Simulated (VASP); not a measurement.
# GeSe (Pnma) in VASP: relaxation of the atoms with PBE

Aim: the relaxation of the atoms of GeSe with PBE.

All numbers are computed with VASP 6.6.1; they aren't measurements. Logs are shortened: lines on timing, memory, paths and dates and some standing lists are left out, and cuts for length are marked.

### Step 1. The cell of the first run

Symmetry: Pnma, No. 62, orthorhombic system. The conventional cell has a = 10.790 Å, b = 3.820 Å, c = 4.380 Å, α = 90.00°, β = 90.00°, γ = 90.00°. Ge (site symmetry m) has 6 Se at 2.54 to 3.38 Å and 2 Ge at 3.37 Å within 3.4 Å. Se (site symmetry m) has 6 Ge at 2.54 to 3.38 Å within 3.4 Å.

### Step 2. Relaxation of the atoms, PBE

INCAR reads:

```
PREC     = Accurate       # precision mode
ENCUT    = 450            # plane-wave cutoff, eV
EDIFF    = 1E-7           # SCF threshold, eV
ISMEAR   = -1             # smearing method
SIGMA    = 0.02           # smearing width, eV
LREAL    = F              # projectors in reciprocal space
LASPH    = T              # aspherical terms in the spheres
NELM     = 120            # most SCF steps
ALGO     = Normal         # electronic algorithm
ISIF     = 2              # what is computed and relaxed
LWAVE    = F              # write WAVECAR
LCHARG   = F              # write CHGCAR
GGA      = PE             # functional
IBRION   = 2              # ionic algorithm
NSW      = 80             # ionic steps
EDIFFG   = -0.02          # ionic threshold
GGA_COMPAT= F            
NELMIN   = 4            
KPAR     = 4
```

KPOINTS reads:

```
Automatic mesh
0
Gamma
  3 7 6
```

POSCAR reads:

```
GeSe
1.0
   10.7900000000      0.0000000000      0.0000000000
    0.0000000000      3.8200000000      0.0000000000
    0.0000000000      0.0000000000      4.3800000000
Ge Se
4 4
Direct
    0.1210000000      0.7500000000      0.8940000000
    0.6210000000      0.7500000000      0.6060000000
    0.3790000000      0.2500000000      0.3940000000
    0.8790000000      0.2500000000      0.1060000000
    0.8520000000      0.7500000000      0.4970000000
    0.3520000000      0.7500000000      0.0030000000
    0.6480000000      0.2500000000      0.9970000000
    0.1480000000      0.2500000000      0.5030000000
```

Potentials or basis: VASP PAW PBE potentials, release 64 (Ge_d, Se).

Command:

```
> cat potpaw_PBE.64/Ge_d/POTCAR potpaw_PBE.64/Se/POTCAR > POTCAR
> mpirun -np 4 vasp_std > vasp.out
```

OUTCAR:

```text
PREC = Accurate
   ENCUT = 450
   EDIFF = 1E-7
   ISMEAR = -1
   LREAL = F
   LASPH = T
   NELM = 120
   ISIF = 2
   GGA = PE
   IBRION = 2
   NSW = 80
   EDIFFG = -0.02
   NELMIN = 4

 ion  position               nearest neighbor table
   1  0.121  0.750  0.894-   6 2.54   8 2.58   8 2.58
   2  0.621  0.750  0.606-   5 2.54   7 2.58   7 2.58
   3  0.379  0.250  0.394-   8 2.54   6 2.58   6 2.58
   4  0.879  0.250  0.106-   7 2.54   5 2.58   5 2.58
   5  0.852  0.750  0.497-   2 2.54   4 2.58   4 2.58
   6  0.352  0.750  0.003-   1 2.54   3 2.58   3 2.58
   7  0.648  0.250  0.997-   4 2.54   2 2.58   2 2.58
   8  0.148  0.250  0.503-   3 2.54   1 2.58   1 2.58

  LATTYP: Found a simple orthorhombic cell.
 ALAT       =     3.8200000000
 B/A-ratio  =     1.1465968586
 C/A-ratio  =     2.8246073298

  Lattice vectors:

 A1 = (   0.0000000000,   3.8200000000,   0.0000000000)
 A2 = (   0.0000000000,   0.0000000000,   4.3800000000)
 A3 = (  10.7900000000,   0.0000000000,   0.0000000000)

Analysis of symmetry for initial positions (statically):
=====================================================================
 Subroutine PRICEL returns:
 Original cell was already a primitive cell.

 Routine SETGRP: Setting up the symmetry group for a
 simple orthorhombic supercell.

 Subroutine GETGRP returns: Found  8 space group operations
 (whereof  2 operations were pure point group operations)
 out of a pool of  8 trial point group operations.

The static configuration has the point symmetry S_2 .
 The point group associated with its full space group is D_2h.

Analysis of symmetry for dynamics (positions and initial velocities):
=====================================================================
 Subroutine PRICEL returns:
 Original cell was already a primitive cell.

 Routine SETGRP: Setting up the symmetry group for a
 simple orthorhombic supercell.

 Subroutine GETGRP returns: Found  8 space group operations
 (whereof  2 operations were pure point group operations)
 out of a pool of  8 trial point group operations.

The dynamic configuration has the point symmetry S_2 .
 The point group associated with its full space group is D_2h.

 Subroutine INISYM returns: Found  8 space group operations
 (whereof  2 operations are pure point group operations),
 and found     1 'primitive' translations

[... 106 lines left out ...]
   EDIFF  = 0.1E-06   stopping-criterion for ELM
   LREAL  =      F    real-space projection
   EDIFFG = -.2E-01   stopping-criterion for IOM
   NSW    =     80    number of steps for IOM
   IBRION =      2    ionic relax: 0-MD 1-quasi-New 2-CG
   NFREE  =      1    steps in history (QN), initial steepest desc. (CG)
   ISIF   =      2    stress and relaxation
   ISYM   =      2    0-nonsym 1-usesym 2-fastsym
   POTIM  = 0.5000    time-step for ionic-motion
   TEBEG  =    0.0;   TEEND  =   0.0 temperature during run
   PSTRESS=    0.0 pullay stress
   NELECT =      80.0000    total number of electrons
   NUPDOWN=      -1.0000    fix difference up-down
   EMIN   =  10.00;   EMAX   =-10.00  energy-range for DOS
   EFERMI =   0.00;   METHOD = LEGACY
   ISMEAR =    -1;   SIGMA  =   0.02  broadening in eV -4-tet -1-fermi 0-gaus
   EFERMI_NEDOS =   21; number of points for ismear=-14 and -15
   IALGO  =     38    algorithm
   IMIX   =      4    mixing-type and parameters
     AMIX     =   0.40;   BMIX     =  1.00
     AMIX_MAG =   1.60;   BMIX_MAG =  1.00
  volume/ion in A,a.u.               =      22.57       152.29
  Fermi-wavevector in a.u.,A,eV,Ry     =   1.248107  2.358580 21.194766  1.557771
  Thomas-Fermi vector in A             =   2.382209
   LORBIT       =      0    0 simple, 1 ext, 2 COOP (PROOUT), +10 PAW based schemes
   GGA     = PE    functional components
   LHFCALC =     F    Hartree Fock is set to
   AEXX    =    0.0000 exact exchange contribution
   IVDW    =     0    specifies the selected vdW correction
   LEPSILON=     F    determine dielectric tensor
   LRPA    =     F    only Hartree local field effects (RPA)
 conjugate gradient relaxation of ions
 non-spin polarized calculation
  energy-cutoff  :      450.00
  volume of cell :      180.53
 maximum number of plane-waves:      3933
 NGX is ok and might be reduce to    80
   NGX = 37   NGY = 13   NGZ = 15

--------------------------------------- Ionic step        1  -------------------------------------------

 number of electron      80.0000052 magnetization

 Free energy of the ion-electron system (eV)
  ---------------------------------------------------
  ext. energy  EPLUGINS =         0.00000000
  ---------------------------------------------------
  free energy    TOTEN  =       -33.74553778 eV

  energy without entropy =      -33.74553778  energy(sigma->0) =      -33.74553778

------------------------ aborting loop because EDIFF is reached ----------------------------------------

  FORCE on cell =-STRESS in cart. coord.  units (eV):
  Direction    XX          YY          ZZ          XY          YZ          ZX
  --------------------------------------------------------------------------------------
  -------------------------------------------------------------------------------------
  Total        4.2558021      3.5093987      2.8227140      0.0000000      0.0000000      0.0000000
  in kB       37.7687915     31.1447160     25.0506238      0.0000000      0.0000000      0.0000000
  external PRESSURE =      31.3213771 kB  Pullay stress =       0.0000000 kB
[... 71 lines left out ...]
--------------------------------------- Ionic step        3  -------------------------------------------

 number of electron      79.9999966 magnetization

 Free energy of the ion-electron system (eV)
  ---------------------------------------------------
  ext. energy  EPLUGINS =         0.00000000
  ---------------------------------------------------
  free energy    TOTEN  =       -33.76890888 eV

  energy without entropy =      -33.76890886  energy(sigma->0) =      -33.76890887

 E-fermi :   4.8454     XC(G=0): -10.0343

 val. band max:        4.5699030776   @ k =   0.0000   0.0000   0.3333
 cond. band min:       5.1073912241   @ k =   0.0000   0.0000   0.0000
 fundamental gap:      0.5374881466
 Fermi energy:         4.8454328282

 k-point     1 :       0.0000    0.0000    0.0000
  band No.  band energies     occupation
      1     -20.0589      2.00000
      2     -20.0555      2.00000
      3     -20.0542      2.00000
      4     -20.0536      2.00000
      5     -20.0523      2.00000
      6     -20.0520      2.00000
[... 1213 lines left out ...]
     47       8.8515      0.00000
     48       8.9947      0.00000

 [... further k-points ...]
[... 5 lines left out ...]
  --------------------------------------------------------------------------------------
  -------------------------------------------------------------------------------------
  Total        2.2574142      3.1078998      2.1808512      0.0000000      0.0000000      0.0000000
  in kB       20.0337806     27.5815499     19.3543102      0.0000000      0.0000000      0.0000000
  external PRESSURE =      22.3232136 kB  Pullay stress =       0.0000000 kB
[... 23 lines left out ...]
  FREE ENERGIE OF THE ION-ELECTRON SYSTEM (eV)
  ---------------------------------------------------
  free  energy   TOTEN  =       -33.7689088807 eV

  energy  without entropy=      -33.7689088616  energy(sigma->0) =      -33.76890887

 reached required accuracy - stopping structural energy minimisation
```

CONTCAR:

```text
GeSe
   1.00000000000000
    10.7899999999999991    0.0000000000000000    0.0000000000000000
     0.0000000000000000    3.8199999999999998    0.0000000000000000
     0.0000000000000000    0.0000000000000000    4.3799999999999999
  Ge              Se
     4     4
Direct
     0.1188897954633477    0.7500000000000000    0.8949852920528247
     0.6188897954633477    0.7500000000000000    0.6050147079471753
     0.3811102045366523    0.2500000000000000    0.3949852920528248
     0.8811102045366523    0.2500000000000000    0.1050147079471752
     0.8545809333912203    0.7500000000000000    0.4979895763341241
     0.3545809333912203    0.7500000000000000    0.0020104236658760
     0.6454190666087797    0.2500000000000000    0.9979895763341240
     0.1454190666087797    0.2500000000000000    0.5020104236658760

  0.00000000E+00  0.00000000E+00  0.00000000E+00
  0.00000000E+00  0.00000000E+00  0.00000000E+00
  0.00000000E+00  0.00000000E+00  0.00000000E+00
  0.00000000E+00  0.00000000E+00  0.00000000E+00
  0.00000000E+00  0.00000000E+00  0.00000000E+00
  0.00000000E+00  0.00000000E+00  0.00000000E+00
  0.00000000E+00  0.00000000E+00  0.00000000E+00
  0.00000000E+00  0.00000000E+00  0.00000000E+00
```

Run time: 2.3 min. Hardware: 4 MPI ranks of Intel Xeon Platinum 8488C (Sapphire Rapids), shared host; peak memory 0.36 GiB.

What came out:

```
Free energy                  : -33.7689 eV
Energy gained by relaxing    : 2.9 meV/atom
Ionic steps                  : 3
Pressure after relaxing      : 2.2 GPa
Largest force after relaxing : 0.019 eV/Å
Band gap on the k mesh       : 0.54 eV (least direct gap 0.69 eV)
```

Forces in eV/Å, atoms in the order of the input:
```
Ge   0.010  0.000 -0.016
Ge   0.010  0.000  0.016
Ge  -0.010  0.000 -0.016
Ge  -0.010  0.000  0.016
Se  -0.004  0.000  0.011
Se  -0.004  0.000 -0.011
Se   0.004  0.000  0.011
Se   0.004  0.000 -0.011
```

Stress tensor (GPa, compression positive):
```
2.00 0.00 0.00
0.00 2.76 0.00
0.00 0.00 1.94
```

The path:
```csv
step,energy change (eV),largest force (eV/Å),pressure (GPa)
1,0.0000,0.2639,3.13
2,-0.0169,0.1390,2.70
3,-0.0234,0.0192,2.23
```

Final structure:
```cif
data_structure
_symmetry_space_group_name_H-M 'P 1'
_symmetry_Int_Tables_number 1
_cell_length_a 10.7900
_cell_length_b 3.8200
_cell_length_c 4.3800
_cell_angle_alpha 90.000
_cell_angle_beta 90.000
_cell_angle_gamma 90.000
_cell_volume 180.53
loop_
_atom_site_label
_atom_site_type_symbol
_atom_site_fract_x
_atom_site_fract_y
_atom_site_fract_z
_atom_site_occupancy
Ge1 Ge 0.11889 0.75000 0.89499 1
Ge2 Ge 0.61889 0.75000 0.60501 1
Ge3 Ge 0.38111 0.25000 0.39499 1
Ge4 Ge 0.88111 0.25000 0.10501 1
Se1 Se 0.85458 0.75000 0.49799 1
Se2 Se 0.35458 0.75000 0.00201 1
Se3 Se 0.64542 0.25000 0.99799 1
Se4 Se 0.14542 0.25000 0.50201 1
```

Caveat: an odd mesh through Γ misses points on the zone boundary, where band edges can lie.
